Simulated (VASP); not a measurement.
The system is Na.

```
Na
1.0
    -2.14100    2.14100    2.14100
     2.14100   -2.14100    2.14100
     2.14100    2.14100   -2.14100
Na
1
Direct
  0.00000 0.00000 0.00000
```

| Quantity | Value |
| --- | --- |
| Program | VASP 6.6.1 |
| Task | relaxation of cell and atoms |
| Functional | PBE |
| Dispersion | D3(BJ) |
| Potentials or basis | VASP PAW PBE potentials, release 64 (Na_pv) |
| Cutoff | 600 eV |
| k mesh | 9 × 9 × 9 |
| Occupations | fermi-dirac, width 0.05 eV |
| Spin | no spin polarisation |

At the start: pressure -1.0 GPa; volume 39.26 Å³/atom.

Task: Where does the relaxation end?

Result: Over 3 steps the energy falls by 18.8 meV/atom and the volume is 34.04 Å³/atom (-13.3 %); space group Im-3m (No. 229, to 0.05 Å).

Step by step:
| step | energy change (eV) | largest force (eV/Å) | pressure (GPa) | volume (Å³) |
| --- | --- | --- | --- | --- |
| 1 | 0.0000 | 0.0000 | -1.00 | 39.26 |
| 2 | -0.0078 | 0.0000 | -0.82 | 37.88 |
| 3 | -0.0188 | 0.0000 | -0.04 | 34.04 |

Final structure:
```
Na
1.0
    -2.04154    2.04154    2.04154
     2.04154   -2.04154    2.04154
     2.04154    2.04154   -2.04154
Na
1
Direct
  0.00000 0.00000 0.00000
```

Caveat: the volume moved by -13 % from the deposited cell, more than functionals usually miss; pairwise dispersion overbinds metals, which lowers pressure and volume.
